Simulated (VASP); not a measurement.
# CdGeTe4Br2 (I-42m) in VASP: single point with PBE

Aim: the single point of CdGeTe4Br2 with PBE.

Everything below comes from runs of VASP 6.6.1. Logs are shortened: lines on timing, memory, paths and dates and some standing lists are left out, and cuts for length are marked.

## Step 1: The cell of the first run

The structure is tetragonal, space group I-42m (No. 121). Conventional cell: a = 8.401 Å, b = 8.401 Å, c = 7.093 Å, α = 90.00°, β = 90.00°, γ = 90.00°. Within 4.6 Å of Br (site symmetry 222) lie 8 Te at 3.49 to 3.66 Å and 2 Br at 3.55 Å and 2 Cd at 4.20 Å and 2 Ge at 4.20 Å. Cd (site symmetry -42m) has 4 Te at 2.85 Å and 2 Ge at 3.55 Å within 3.8 Å. Within 3.6 Å of Ge (site symmetry -42m) lie 4 Te at 2.62 Å and 2 Cd at 3.55 Å. Te (site symmetry m) has 1 Ge at 2.62 Å and 1 Cd at 2.85 Å and 2 Br at 3.49 Å within 3.5 Å.

## Step 2: Single point, PBE

The input, INCAR:

```
ALGO = Normal ; EDIFF = 1E-6
ENCUT = 520 ; GGA = PE
ISIF = 2 ; ISMEAR = -1
LASPH = True ; LCHARG = False
LREAL = False ; LWAVE = False
NBANDS = 42 ; NELM = 60
PREC = Accurate ; SIGMA = 0.0487
```

The input, KPOINTS:

```
k-points
0
Gamma
  6 6 6
```

The input, POSCAR:

```
CdGeTe4Br2
1.0
   -4.2003200000      4.2003200000      3.5464080000
    4.2003200000     -4.2003200000      3.5464080000
    4.2003200000      4.2003200000     -3.5464080000
Br Cd Ge Te
2 1 1 4
Direct
    0.5000000000      0.0000000000      0.5000000000
    0.0000000000      0.5000000000      0.5000000000
    0.5000000000      0.5000000000      0.0000000000
    0.0000000000      0.0000000000      0.0000000000
    0.9497200000      0.9497200000      0.3498800000
    0.0502800000      0.4001600000      0.0000000000
    0.5998400000      0.5998400000      0.6501200000
    0.4001600000      0.0502800000      0.0000000000
```

Potentials or basis: VASP PAW PBE potentials, release 64 (Br, Cd, Ge_d, Te).

The run is started by

```sh
$ cat potpaw_PBE.64/Br/POTCAR potpaw_PBE.64/Cd/POTCAR potpaw_PBE.64/Ge_d/POTCAR potpaw_PBE.64/Te/POTCAR > POTCAR
$ mpirun -np 1 vasp_std > vasp.out
```

OUTCAR:

```text
EDIFF = 1E-6
   ENCUT = 520
   GGA = PE
   ISIF = 2
   ISMEAR = -1
   LASPH = True
   LREAL = False
   NELM = 60
   PREC = Accurate

 ion  position               nearest neighbor table
   1  0.500  0.000  0.500-
   2  0.000  0.500  0.500-
   3  0.500  0.500  0.000-   5 2.85   6 2.85   7 2.85   8 2.85
   4  0.000  0.000  0.000-   5 2.62   6 2.62   7 2.62   8 2.62
   5  0.950  0.950  0.350-   4 2.62   3 2.85
   6  0.050  0.400  0.000-   4 2.62   3 2.85
   7  0.600  0.600  0.650-   4 2.62   3 2.85
   8  0.400  0.050  0.000-   4 2.62   3 2.85

  LATTYP: Found a body centered tetragonal cell.
 ALAT       =     8.4006400000
 C/A-ratio  =     0.8443185281

  Lattice vectors:

 A1 = (  -4.2003200000,   4.2003200000,   3.5464080000)
 A2 = (   4.2003200000,  -4.2003200000,   3.5464080000)
 A3 = (   4.2003200000,   4.2003200000,  -3.5464080000)

Analysis of symmetry for initial positions (statically):
=====================================================================
 Subroutine PRICEL returns:
 Original cell was already a primitive cell.

 Routine SETGRP: Setting up the symmetry group for a
 body centered tetragonal supercell.

 Subroutine GETGRP returns: Found  8 space group operations
 (whereof  8 operations were pure point group operations)
 out of a pool of 16 trial point group operations.

The static configuration has the point symmetry D_2d.

Analysis of symmetry for dynamics (positions and initial velocities):
=====================================================================
 Subroutine PRICEL returns:
 Original cell was already a primitive cell.

 Routine SETGRP: Setting up the symmetry group for a
 body centered tetragonal supercell.

 Subroutine GETGRP returns: Found  8 space group operations
 (whereof  8 operations were pure point group operations)
 out of a pool of 16 trial point group operations.

The dynamic configuration has the point symmetry D_2d.

 Subroutine INISYM returns: Found  8 space group operations
 (whereof  8 operations are pure point group operations),
 and found     1 'primitive' translations

----------------------------------------------------------------------------------------

                                     Primitive cell

  volume of cell :     250.2727

  direct lattice vectors                    reciprocal lattice vectors
    -4.200320000  4.200320000  3.546408000     0.000000000  0.119038549  0.140987726
     4.200320000 -4.200320000  3.546408000     0.119038549  0.000000000  0.140987726
     4.200320000  4.200320000 -3.546408000     0.119038549  0.119038549  0.000000000

  length of vectors
     6.918264660  6.918264660  6.918264660     0.184520230  0.184520230  0.168345931

  position of ions in fractional coordinates (direct lattice)
     0.500000000  0.000000000  0.500000000
     0.000000000  0.500000000  0.500000000
     0.500000000  0.500000000  0.000000000
     0.000000000  0.000000000  0.000000000
     0.949720000  0.949720000  0.349880000
     0.050280000  0.400160000  0.000000000
     0.599840000  0.599840000  0.650120000
     0.400160000  0.050280000  0.000000000

  ion indices of the primitive-cell ions
   primitive index   ion index
                 1           1
                 2           2
                 3           3
                 4           4
                 5           5
                 6           6
                 7           7
                 8           8

----------------------------------------------------------------------------------------

 KPOINTS: k-points

Automatic generation of k-mesh.
 Grid dimensions read from file:
 generate k-points for:    6    6    6

 Generating k-lattice:

  Cartesian coordinates                     Fractional coordinates (reciprocal lattice)
     0.000000000  0.019839758  0.023497954     0.166666667 -0.000000000  0.000000000
     0.019839758  0.000000000  0.023497954    -0.000000000  0.166666667  0.000000000
     0.019839758  0.019839758  0.000000000     0.000000000  0.000000000  0.166666667

  Length of vectors
     0.030753372  0.030753372  0.028057655

  Shift w.r.t. Gamma in fractional coordinates (k-lattice)
     0.000000000  0.000000000  0.000000000

 Subroutine IBZKPT returns following result:
 ===========================================

 Found     30 irreducible k-points:

 Following reciprocal coordinates:
            Coordinates               Weight
  0.000000  0.000000  0.000000      1.000000
  0.166667  0.000000 -0.000000      8.000000
  0.333333  0.000000 -0.000000      8.000000
  0.500000  0.000000 -0.000000      4.000000
  0.166667  0.166667 -0.000000      8.000000
  0.333333  0.166667 -0.000000     16.000000
[... 16 lines left out ...]
 -0.333333 -0.333333  0.166667      8.000000
 -0.166667 -0.333333  0.166667      8.000000
 [... further k-points ...]
   k-points           NKPTS =     30   k-points in BZ     NKDIM =     30   number of bands    NBANDS=     42
   number of dos      NEDOS =    301   number of ions     NIONS =      8
   total plane-waves  NPLWV = 157464
   dimension x,y,z NGX =    54 NGY =   54 NGZ =   54
   dimension x,y,z NGXF=   108 NGYF=  108 NGZF=  108
   ions per type =               2   1   1   4
   NGX,Y,Z   is equivalent  to a cutoff of  12.98, 12.98, 12.98 a.u.
   NGXF,Y,Z  is equivalent  to a cutoff of  25.95, 25.95, 25.95 a.u.
 SYSTEM =  unknown system
   PREC   = accura    normal or accurate (medium, high low for compatibility)
   ISTART =      0    job   : 0-new  1-cont  2-samecut
   ICHARG =      2    charge: 1-file 2-atom 10-const
   ISPIN  =      1    spin polarized calculation?
   LNONCOLLINEAR =      F non collinear calculations
   LSORBIT =      F    spin-orbit coupling
   LASPH  =      T    aspherical Exc in radial PAW
   ENCUT  =  520.0 eV  38.22 Ry    6.18 a.u.  12.86 12.86 12.86*2*pi/ulx,y,z
   NELM   =     60;   NELMIN=  2; NELMDL= -5     # of ELM steps
   EDIFF  = 0.1E-05   stopping-criterion for ELM
   LREAL  =      F    real-space projection
   EDIFFG = 0.1E-04   stopping-criterion for IOM
   NSW    =      0    number of steps for IOM
   IBRION =     -1    ionic relax: 0-MD 1-quasi-New 2-CG
   NFREE  =      0    steps in history (QN), initial steepest desc. (CG)
   ISIF   =      2    stress and relaxation
   ISYM   =      2    0-nonsym 1-usesym 2-fastsym
   POTIM  = 0.5000    time-step for ionic-motion
   TEBEG  =    0.0;   TEEND  =   0.0 temperature during run
   PSTRESS=    0.0 pullay stress
   NELECT =      64.0000    total number of electrons
   NUPDOWN=      -1.0000    fix difference up-down
   EMIN   =  10.00;   EMAX   =-10.00  energy-range for DOS
   EFERMI =   0.00;   METHOD = LEGACY
   ISMEAR =    -1;   SIGMA  =   0.05  broadening in eV -4-tet -1-fermi 0-gaus
   EFERMI_NEDOS =   21; number of points for ismear=-14 and -15
   IALGO  =     38    algorithm
   IMIX   =      4    mixing-type and parameters
     AMIX     =   0.40;   BMIX     =  1.00
     AMIX_MAG =   1.60;   BMIX_MAG =  1.00
  volume/ion in A,a.u.               =      31.28       211.12
  Fermi-wavevector in a.u.,A,eV,Ry     =   1.039115  1.963643 14.691030  1.079760
  Thomas-Fermi vector in A             =   2.173631
   LORBIT       =      0    0 simple, 1 ext, 2 COOP (PROOUT), +10 PAW based schemes
   GGA     = PE    functional components
   LHFCALC =     F    Hartree Fock is set to
   AEXX    =    0.0000 exact exchange contribution
   IVDW    =     0    specifies the selected vdW correction
   LEPSILON=     F    determine dielectric tensor
   LRPA    =     F    only Hartree local field effects (RPA)
 non-spin polarized calculation
  energy-cutoff  :      520.00
  volume of cell :      250.27
 maximum number of plane-waves:      6782
 NGX is ok and might be reduce to    54
   NGX = 25   NGY = 25   NGZ = 25

 number of electron      63.9999996 magnetization

 Free energy of the ion-electron system (eV)
  ---------------------------------------------------
  ext. energy  EPLUGINS =         0.00000000
  ---------------------------------------------------
  free energy    TOTEN  =       -20.48302941 eV

  energy without entropy =      -20.42554538  energy(sigma->0) =      -20.45428740

 E-fermi :   3.4252     XC(G=0):  -9.0519

 val. band max:        3.4225987655   @ k =   0.5000   0.3333  -0.0000
 cond. band min:       3.4595280350   @ k =   0.5000   0.1667  -0.0000
 fundamental gap:      0.0369292695
 Fermi energy:         3.4252305020

 k-point     1 :       0.0000    0.0000    0.0000
  band No.  band energies     occupation
      1     -21.3006      2.00000
      2     -21.3006      2.00000
      3     -21.2846      2.00000
      4     -21.2841      2.00000
      5     -21.2666      2.00000
      6     -10.8640      2.00000
[... 34 lines left out ...]
     41       8.9462      0.00000
     42       9.1618      0.00000

 k-point     2 :       0.1667    0.0000   -0.0000
  band No.  band energies     occupation
      1     -21.3006      2.00000
      2     -21.3006      2.00000
      3     -21.2846      2.00000
      4     -21.2841      2.00000
      5     -21.2666      2.00000
      6     -10.8308      2.00000
[... 34 lines left out ...]
     41       9.0724      0.00000
     42       9.5140      0.00000

 k-point     3 :       0.3333    0.0000   -0.0000
  band No.  band energies     occupation
      1     -21.3006      2.00000
      2     -21.3006      2.00000
      3     -21.2846      2.00000
      4     -21.2841      2.00000
      5     -21.2666      2.00000
      6     -10.7428      2.00000
[... 897 lines left out ...]
      4     -21.2841      2.00000
      5     -21.2666      2.00000
      6     -10.6958      2.00000
[... 34 lines left out ...]
     41       8.5233      0.00000
     42       9.5732      0.00000

 k-point    24 :      -0.1667   -0.3333    0.1667
  band No.  band energies     occupation
      1     -21.3006      2.00000
      2     -21.3006      2.00000
      3     -21.2846      2.00000
      4     -21.2841      2.00000
      5     -21.2666      2.00000
      6     -10.6558      2.00000
[... 34 lines left out ...]
     41       8.8188      0.00000
     42       9.5591      0.00000

 [... further k-points ...]

------------------------ aborting loop because EDIFF is reached ----------------------------------------

  FORCE on cell =-STRESS in cart. coord.  units (eV):
  Direction    XX          YY          ZZ          XY          YZ          ZX
  --------------------------------------------------------------------------------------
  -------------------------------------------------------------------------------------
  Total       -0.9959669     -0.9959669      2.4102730      0.0000000      0.0000000      0.0000000
  in kB       -6.3759080     -6.3759080     15.4299092      0.0000000      0.0000000      0.0000000
  external PRESSURE =       0.8926978 kB  Pullay stress =       0.0000000 kB

 VOLUME and BASIS-vectors are now :
 -----------------------------------------------------------------------------
  energy-cutoff  :      520.00
  volume of cell :      250.27
      direct lattice vectors                 reciprocal lattice vectors
    -4.200320000  4.200320000  3.546408000     0.000000000  0.119038549  0.140987726
     4.200320000 -4.200320000  3.546408000     0.119038549  0.000000000  0.140987726
     4.200320000  4.200320000 -3.546408000     0.119038549  0.119038549  0.000000000

 POSITION                                       TOTAL-FORCE (eV/Angst)
 -----------------------------------------------------------------------------------
      0.00000      4.20032      0.00000        -0.000000      0.000000      0.000000
      4.20032      0.00000      0.00000         0.000000      0.000000      0.000000
      0.00000      0.00000      3.54641         0.000000      0.000000      0.000000
      0.00000      0.00000      0.00000         0.000000      0.000000      0.000000
      1.46961      1.46961      5.49537         0.193902      0.193902      0.021845
      1.46961     -1.46961      1.59744         0.193902     -0.193902     -0.021845
      2.73071      2.73071      1.94896        -0.193902     -0.193902      0.021845
     -1.46961      1.46961      1.59744        -0.193902      0.193902     -0.021845
 -----------------------------------------------------------------------------------
    total drift:                               -0.000004     -0.000004     -0.000003

  FREE ENERGIE OF THE ION-ELECTRON SYSTEM (eV)
  ---------------------------------------------------
  free  energy   TOTEN  =       -20.4830294097 eV

  energy  without entropy=      -20.4255453821  energy(sigma->0) =      -20.45428740
```

Wall time 6 min (1 thread of Intel Xeon Platinum 8259CL at 2.50GHz (Skylake/Cascade Lake), shared host); peak memory 0.62 GiB.

What came out:

| Property | Result |
| --- | --- |
| Free energy | -20.4830 eV |
| Pressure | 0.1 GPa |
| Largest force | 0.275 eV/Å |
| Band gap on the k mesh | zero (bands 32 and 33 overlap by 0.81 eV) |

Forces in eV/Å, atoms in the order of the input:
```
Br   0.000  0.000  0.000
Br   0.000  0.000  0.000
Cd   0.000  0.000  0.000
Ge   0.000  0.000  0.000
Te   0.194  0.194  0.022
Te   0.194 -0.194 -0.022
Te  -0.194 -0.194  0.022
Te  -0.194  0.194 -0.022
```

Levels at points of the mesh, in eV from the Fermi level:
| k point | band 29 | band 30 | band 31 | band 32 | band 33 | band 34 | band 35 | band 36 |
| --- | --- | --- | --- | --- | --- | --- | --- | --- |
| (0.00, 0.00, 0.00) | -0.52 | -0.52 | 0.09 | 0.48 | 0.82 | 0.82 | 2.01 | 3.10 |
| (0.50, 0.00, 0.00) | -0.72 | -0.70 | -0.29 | -0.17 | 0.23 | 0.34 | 1.63 | 2.35 |
| (0.50, 0.50, 0.00) | -0.86 | -0.68 | -0.58 | -0.37 | 0.11 | 0.88 | 1.79 | 3.15 |
| (0.50, 0.50, 0.50) | -0.73 | -0.73 | -0.68 | -0.30 | -0.30 | -0.15 | 0.52 | 3.31 |

Caveat: spin-orbit coupling is left out, which moves the levels of the heavy elements.
